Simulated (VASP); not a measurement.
TiRh3: single point with LDA

The system is TiRh3.

```
Ti Rh
1.0
     3.80922    0.00000    0.00000
     0.00000    3.80922    0.00000
     0.00000    0.00000    3.80922
Ti Rh
1 3
Cartesian
  0.0000 0.0000 0.0000
  0.0000 1.9046 1.9046
  1.9046 0.0000 1.9046
  1.9046 1.9046 0.0000
```

```json
{
 "Program": "VASP 6.6.1",
 "Task": "single point",
 "Functional": "LDA",
 "Potentials or basis": "VASP PAW LDA potentials, release 64 (Ti_sv, Rh_pv)",
 "Cutoff": "520 eV",
 "k mesh": "10 × 10 × 10",
 "Occupations": "fermi-dirac, width 0.03 eV",
 "Spin": "no spin polarisation"
}
```

The pressure is -7.2 GPa. The band gap on the k mesh is zero (an odd number of electrons rules out a gap without spin polarisation).

Levels at points of the mesh, in eV from the Fermi level:
```
           k point  band 25  band 26  band 27  band 28  band 29  band 30  band 31  band 32  band 33  band 34
(0.00, 0.00, 0.00)    -0.18     0.87     1.35     1.35     1.35     2.71     2.71     3.38     3.38     3.38
(0.50, 0.00, 0.00)    -1.24    -1.10    -1.10    -0.90     0.13     1.08     1.08     1.35     1.74     2.03
(0.50, 0.50, 0.00)    -1.61    -1.52    -1.52    -1.14    -0.76    -0.73     1.48     1.48     1.59     3.44
(0.50, 0.50, 0.50)    -1.56     0.92     0.92     0.92     1.03     1.15     1.15     1.15     2.59     2.59
```

Run time: 2.7 min on 1 thread of Intel Xeon 8259CL, on a shared host, peak memory 0.21 GiB.

Caveat: the cell stands under tension.
